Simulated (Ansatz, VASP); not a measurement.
**Two plane-wave programs on TePt**

```
CELL_PARAMETERS angstrom
3.78212 0.00000 0.00000
-1.89106 3.27541 0.00000
0.00000 0.00000 5.44600
ATOMIC_POSITIONS crystal
Te 0.33333 0.66667 0.25000
Te 0.66667 0.33333 0.75000
Pt 0.00000 0.00000 0.00000
Pt 0.00000 0.00000 0.50000
```

Change from the starting cell: strain -0.080 along x and y, +0.000 along z, atoms carried along.

Alike in both runs: task single point; functional PBEsol; k mesh 12 × 12 × 10; occupations gaussian, width 0.15 eV; no spin polarisation.

|  | VASP | Ansatz |
| --- | --- | --- |
| version | VASP 6.6.1 | Ansatz 0.2.0 |
| potentials or method | VASP PAW PBE potentials, release 64 (Te, Pt), cutoff 520 eV | scalar-relativistic, plane waves, PAW |
| valence electrons in the cell | 32 | 68 |

Ansatz gave:

| Item | Value |
| --- | --- |
| gap on the k mesh at the Fermi level (eV) | none |
| pressure (GPa) | 58.5 |
| traceless stress, the component that is largest in VASP (GPa) | -6.64 |

Task: Which values does VASP return?

Result: gap on the k mesh at the Fermi level (eV): none; pressure (GPa): 58.8; traceless stress, the component that is largest in VASP (GPa): -6.66.

VASP's potentials were made for PBE, not for PBEsol. A gap of «none» marks a metal or a gap that the smearing closes. Both programs put the cell under a high pressure, so it lies far from rest at this level. With one functional, cell and mesh, what is left measures potentials, basis and numerics. VASP's potentials hold 32 valence electrons a cell and Ansatz's 68, so a difference there can come from the potentials and not from the codes.

Neither program's run includes spin-orbit coupling.
